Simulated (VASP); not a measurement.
# ZnS (P6_3mc) in VASP: a series of runs

ZnS is run at these levels: r2SCAN; tasks: single point.

Everything below comes from runs of VASP 6.6.1. Logs are shortened: lines on timing, memory, paths and dates and some standing lists are left out, and cuts for length are marked.

### Step 1. The cell of the first run

The structure is hexagonal, space group P6_3mc (No. 186). The conventional cell has a = 3.807 Å, b = 3.807 Å, c = 6.247 Å, α = 90.00°, β = 90.00°, γ = 120.00°. Within 3.1 Å of Zn (site symmetry 3m) lie 4 S at 2.33 to 2.34 Å. Within 3.1 Å of S (site symmetry 3m) lie 4 Zn at 2.33 to 2.34 Å.

### Step 2. Single point, r2SCAN

File POSCAR:

```
ZnS
1.0
    3.8068031196      0.0000000000      0.0000000000
   -1.9034015598      3.2967882088      0.0000000000
    0.0000000000      0.0000000000      6.2465812868
Zn S
2 2
Direct
    0.3333333333      0.6666666667      0.0003581639
    0.6666666667      0.3333333333      0.5003581639
    0.3333333333      0.6666666667      0.3746418361
    0.6666666667      0.3333333333      0.8746418361
```

File INCAR.step1:

```
  ALGO = Normal
  EDIFF = 1E-4
  ENCUT = 520
  GGA = PE
  ISMEAR = 0
  LASPH = True
  LCHARG = False
  LREAL = False
  LWAVE = True
  NBANDS = 26
  NELM = 100
  PREC = Accurate
  SIGMA = 0.02
```

File INCAR.step2:

```
  ALGO = Normal
  EDIFF = 1E-6
  ENCUT = 520
  ISIF = 2
  ISMEAR = 0
  ISTART = 1
  LASPH = True
  LCHARG = False
  LMIXTAU = True
  LREAL = False
  LWAVE = False
  METAGGA = R2SCAN
  NBANDS = 26
  NELM = 100
  PREC = Accurate
  SIGMA = 0.02
```

File KPOINTS:

```
k-points
0
Gamma
  9 9 6
```

Potentials or basis: VASP PAW PBE potentials, release 64 (Zn, S).

On the command line:

```bash
$ cat potpaw_PBE.64/Zn/POTCAR potpaw_PBE.64/S/POTCAR > POTCAR
$ cp INCAR.step1 INCAR
$ mpirun -np 1 vasp_std > vasp.out
$ cp INCAR.step2 INCAR
$ mpirun -np 1 vasp_std > vasp.out
```

OUTCAR:

```text
EDIFF = 1E-6
   ENCUT = 520
   ISIF = 2
   ISMEAR = 0
   ISTART = 1
   LASPH = True
   LREAL = False
   METAGGA = R2SCAN
   NELM = 100
   PREC = Accurate

 ion  position               nearest neighbor table
   1  0.333  0.667  0.000-   4 2.33   4 2.33   4 2.33   3 2.34
   2  0.667  0.333  0.500-   3 2.33   3 2.33   3 2.33   4 2.34
   3  0.333  0.667  0.375-   2 2.33   2 2.33   2 2.33   1 2.34
   4  0.667  0.333  0.875-   1 2.33   1 2.33   1 2.33   2 2.34

  LATTYP: Found a hexagonal cell.
 ALAT       =     3.8068031196
 C/A-ratio  =     1.6408994872

  Lattice vectors:

 A1 = (   3.8068031196,   0.0000000000,   0.0000000000)
 A2 = (  -1.9034015598,   3.2967882088,   0.0000000000)
 A3 = (   0.0000000000,   0.0000000000,   6.2465812868)

Analysis of symmetry for initial positions (statically):
=====================================================================
 Subroutine PRICEL returns:
 Original cell was already a primitive cell.

 Routine SETGRP: Setting up the symmetry group for a
 hexagonal supercell.

 Subroutine GETGRP returns: Found 12 space group operations
 (whereof  6 operations were pure point group operations)
 out of a pool of 24 trial point group operations.

The static configuration has the point symmetry C_3v.
 The point group associated with its full space group is C_6v.

Analysis of symmetry for dynamics (positions and initial velocities):
=====================================================================
 Subroutine PRICEL returns:
 Original cell was already a primitive cell.

 Routine SETGRP: Setting up the symmetry group for a
 hexagonal supercell.

 Subroutine GETGRP returns: Found 12 space group operations
 (whereof  6 operations were pure point group operations)
 out of a pool of 24 trial point group operations.

The dynamic configuration has the point symmetry C_3v.
 The point group associated with its full space group is C_6v.

 Subroutine INISYM returns: Found 12 space group operations
 (whereof  6 operations are pure point group operations),
 and found     1 'primitive' translations

----------------------------------------------------------------------------------------

                                     Primitive cell

  volume of cell :      78.3960

  direct lattice vectors                    reciprocal lattice vectors
     3.806803120  0.000000000  0.000000000     0.262687607  0.151662760  0.000000000
    -1.903401560  3.296788209  0.000000000     0.000000000  0.303325521  0.000000000
     0.000000000  0.000000000  6.246581287     0.000000000  0.000000000  0.160087567

  length of vectors
     3.806803120  3.806803120  6.246581287     0.303325521  0.303325521  0.160087567

  position of ions in fractional coordinates (direct lattice)
     0.333333333  0.666666667  0.000358164
     0.666666667  0.333333333  0.500358164
     0.333333333  0.666666667  0.374641836
     0.666666667  0.333333333  0.874641836

  ion indices of the primitive-cell ions
   primitive index   ion index
                 1           1
                 2           2
                 3           3
                 4           4

----------------------------------------------------------------------------------------

 KPOINTS: k-points

Automatic generation of k-mesh.
 Grid dimensions read from file:
 generate k-points for:    9    9    6

 Generating k-lattice:

  Cartesian coordinates                     Fractional coordinates (reciprocal lattice)
     0.029187512  0.016851418  0.000000000     0.111111111  0.000000000  0.000000000
     0.000000000  0.033702836  0.000000000     0.000000000  0.111111111  0.000000000
     0.000000000  0.000000000  0.026681261     0.000000000  0.000000000  0.166666667

  Length of vectors
     0.033702836  0.033702836  0.026681261

  Shift w.r.t. Gamma in fractional coordinates (k-lattice)
     0.000000000  0.000000000  0.000000000

 Subroutine IBZKPT returns following result:
 ===========================================

 Found     48 irreducible k-points:

 Following reciprocal coordinates:
            Coordinates               Weight
  0.000000  0.000000  0.000000      1.000000
  0.111111  0.000000  0.000000      6.000000
  0.222222  0.000000  0.000000      6.000000
  0.333333  0.000000  0.000000      6.000000
  0.444444  0.000000  0.000000      6.000000
  0.111111  0.111111  0.000000      6.000000
[... 16 lines left out ...]
  0.333333  0.222222  0.166667     24.000000
  0.333333  0.333333  0.166667      4.000000
 [... further k-points ...]
   k-points           NKPTS =     48   k-points in BZ     NKDIM =     48   number of bands    NBANDS=     26
   number of dos      NEDOS =    301   number of ions     NIONS =      4
   total plane-waves  NPLWV =  37632
   dimension x,y,z NGX =    28 NGY =   28 NGZ =   48
   dimension x,y,z NGXF=    56 NGYF=   56 NGZF=   96
   ions per type =               2   2
   NGX,Y,Z   is equivalent  to a cutoff of  12.23, 12.23, 12.77 a.u.
   NGXF,Y,Z  is equivalent  to a cutoff of  24.46, 24.46, 25.55 a.u.
 SYSTEM =  unknown system
   PREC   = accura    normal or accurate (medium, high low for compatibility)
   ISTART =      1    job   : 0-new  1-cont  2-samecut
   ICHARG =      0    charge: 1-file 2-atom 10-const
   ISPIN  =      1    spin polarized calculation?
   LNONCOLLINEAR =      F non collinear calculations
   LSORBIT =      F    spin-orbit coupling
   LASPH  =      T    aspherical Exc in radial PAW
   ENCUT  =  520.0 eV  38.22 Ry    6.18 a.u.   7.08  7.08 11.61*2*pi/ulx,y,z
   NELM   =    100;   NELMIN=  2; NELMDL=  0     # of ELM steps
   EDIFF  = 0.1E-05   stopping-criterion for ELM
   LREAL  =      F    real-space projection
   EDIFFG = 0.1E-04   stopping-criterion for IOM
   NSW    =      0    number of steps for IOM
   IBRION =     -1    ionic relax: 0-MD 1-quasi-New 2-CG
   NFREE  =      0    steps in history (QN), initial steepest desc. (CG)
   ISIF   =      2    stress and relaxation
   ISYM   =      2    0-nonsym 1-usesym 2-fastsym
   POTIM  = 0.5000    time-step for ionic-motion
   TEBEG  =    0.0;   TEEND  =   0.0 temperature during run
   PSTRESS=    0.0 pullay stress
   NELECT =      36.0000    total number of electrons
   NUPDOWN=      -1.0000    fix difference up-down
   EMIN   =  10.00;   EMAX   =-10.00  energy-range for DOS
   EFERMI =   0.00;   METHOD = LEGACY
   ISMEAR =     0;   SIGMA  =   0.02  broadening in eV -4-tet -1-fermi 0-gaus
   EFERMI_NEDOS =   21; number of points for ismear=-14 and -15
   IALGO  =     38    algorithm
   IMIX   =      4    mixing-type and parameters
     AMIX     =   0.40;   BMIX     =  1.00
     AMIX_MAG =   1.60;   BMIX_MAG =  1.00
  volume/ion in A,a.u.               =      19.60       132.26
  Fermi-wavevector in a.u.,A,eV,Ry     =   1.263022  2.386766 21.704361  1.595226
  Thomas-Fermi vector in A             =   2.396401
   LORBIT       =      0    0 simple, 1 ext, 2 COOP (PROOUT), +10 PAW based schemes
   METAGGA = R2SCAN    functional components
   LHFCALC =     F    Hartree Fock is set to
   AEXX    =    0.0000 exact exchange contribution
   IVDW    =     0    specifies the selected vdW correction
   LEPSILON=     F    determine dielectric tensor
   LRPA    =     F    only Hartree local field effects (RPA)
 non-spin polarized calculation
 Gauss-broadening in eV      SIGMA  =   0.02
  energy-cutoff  :      520.00
  volume of cell :       78.40
 maximum number of plane-waves:      2130
   NGX = 15   NGY = 15   NGZ = 23

 number of electron      35.9999979 magnetization

 Free energy of the ion-electron system (eV)
  ---------------------------------------------------
  ext. energy  EPLUGINS =         0.00000000
  ---------------------------------------------------
  free energy    TOTEN  =       -37.72369548 eV

  energy without entropy =      -37.72369548  energy(sigma->0) =      -37.72369548

 E-fermi :   2.0040     XC(G=0): -10.3101

 val. band max:        1.9124373124   @ k =   0.0000   0.0000   0.0000
 cond. band min:       4.6972104842   @ k =   0.0000   0.0000   0.0000
 fundamental gap:      2.7847731719
 Fermi energy:         2.0039788536

 k-point     1 :       0.0000    0.0000    0.0000
  band No.  band energies     occupation
      1     -11.8362      2.00000
      2     -10.8769      2.00000
      3      -4.6201      2.00000
      4      -4.6052      2.00000
      5      -4.6052      2.00000
      6      -4.5143      2.00000
[... 18 lines left out ...]
     25      10.1505      0.00000
     26      11.7736      0.00000

 k-point     2 :       0.1111    0.0000    0.0000
  band No.  band energies     occupation
      1     -11.7504      2.00000
      2     -10.8289      2.00000
      3      -4.6145      2.00000
      4      -4.5975      2.00000
      5      -4.5877      2.00000
      6      -4.5042      2.00000
[... 18 lines left out ...]
     25      10.5445      0.00000
     26      11.1485      0.00000

 k-point     3 :       0.2222    0.0000    0.0000
  band No.  band energies     occupation
      1     -11.5145      2.00000
      2     -10.7104      2.00000
      3      -4.6155      2.00000
      4      -4.5606      2.00000
      5      -4.5472      2.00000
      6      -4.4587      2.00000
[... 18 lines left out ...]
     25      10.7243      0.00000
     26      11.3917      0.00000

 k-point     4 :       0.3333    0.0000    0.0000
  band No.  band energies     occupation
      1     -11.1975      2.00000
      2     -10.5928      2.00000
      3      -4.5992      2.00000
      4      -4.5112      2.00000
      5      -4.5103      2.00000
      6      -4.3558      2.00000
[... 18 lines left out ...]
     25      11.1232      0.00000
     26      12.3284      0.00000
[... 496 lines left out ...]
      1     -11.0048      2.00000
      2     -10.5872      2.00000
      3      -4.5488      2.00000
      4      -4.5058      2.00000
      5      -4.4243      2.00000
      6      -4.3798      2.00000
[... 18 lines left out ...]
     25      10.9323      0.00000
     26      11.8756      0.00000

 k-point    23 :       0.3333    0.2222    0.1667
  band No.  band energies     occupation
      1     -10.7804      2.00000
      2     -10.5701      2.00000
      3      -4.5563      2.00000
      4      -4.4564      2.00000
      5      -4.3655      2.00000
      6      -4.2892      2.00000
[... 18 lines left out ...]
     25      11.7263      0.00000
     26      12.5827      0.00000

 k-point    24 :       0.3333    0.3333    0.1667
  band No.  band energies     occupation
      1     -10.6335      2.00000
      2     -10.6335      2.00000
      3      -4.5588      2.00000
      4      -4.3969      2.00000
      5      -4.3969      2.00000
      6      -4.2730      2.00000
[... 18 lines left out ...]
     25      12.5721      0.00000
     26      12.7392      0.00000

 [... further k-points ...]

------------------------ aborting loop because EDIFF is reached ----------------------------------------

  FORCE on cell =-STRESS in cart. coord.  units (eV):
  Direction    XX          YY          ZZ          XY          YZ          ZX
  --------------------------------------------------------------------------------------
  -------------------------------------------------------------------------------------
  Total        0.0230077      0.0230077      0.0062625      0.0000000     -0.0000000      0.0000000
  in kB        0.4702086      0.4702086      0.1279869      0.0000000     -0.0000000      0.0000000
  external PRESSURE =       0.3561347 kB  Pullay stress =       0.0000000 kB

 VOLUME and BASIS-vectors are now :
 -----------------------------------------------------------------------------
  energy-cutoff  :      520.00
  volume of cell :       78.40
      direct lattice vectors                 reciprocal lattice vectors
     3.806803120  0.000000000  0.000000000     0.262687607  0.151662760  0.000000000
    -1.903401560  3.296788209  0.000000000     0.000000000  0.303325521  0.000000000
     0.000000000  0.000000000  6.246581287     0.000000000  0.000000000  0.160087567

 POSITION                                       TOTAL-FORCE (eV/Angst)
 -----------------------------------------------------------------------------------
     -0.00000      2.19786      0.00224         0.000000     -0.000000     -0.003505
      1.90340      1.09893      3.12553        -0.000000      0.000000     -0.003505
     -0.00000      2.19786      2.34023         0.000000      0.000000      0.003505
      1.90340      1.09893      5.46352         0.000000     -0.000000      0.003505
 -----------------------------------------------------------------------------------
    total drift:                               -0.000000     -0.000000     -0.016226

  FREE ENERGIE OF THE ION-ELECTRON SYSTEM (eV)
  ---------------------------------------------------
  free  energy   TOTEN  =       -37.7236954812 eV

  energy  without entropy=      -37.7236954812  energy(sigma->0) =      -37.72369548
```

Wall time 8.5 min (1 thread of Intel Xeon 8259CL, shared host); peak memory 0.25 GiB.

Results:

- Free energy: -37.7237 eV
- Pressure: 0.0 GPa
- Largest force: 0.004 eV/Å
- Band gap on the k mesh: 2.78 eV

Forces in eV/Å, atoms in the order of the input:
```
Zn   0.000  0.000 -0.004
Zn   0.000  0.000 -0.004
S    0.000  0.000  0.004
S    0.000  0.000  0.004
```

Caveat: the PAW data sets were made with another functional, which shifts forces and pressure a little.

[end of part 1 of 3]
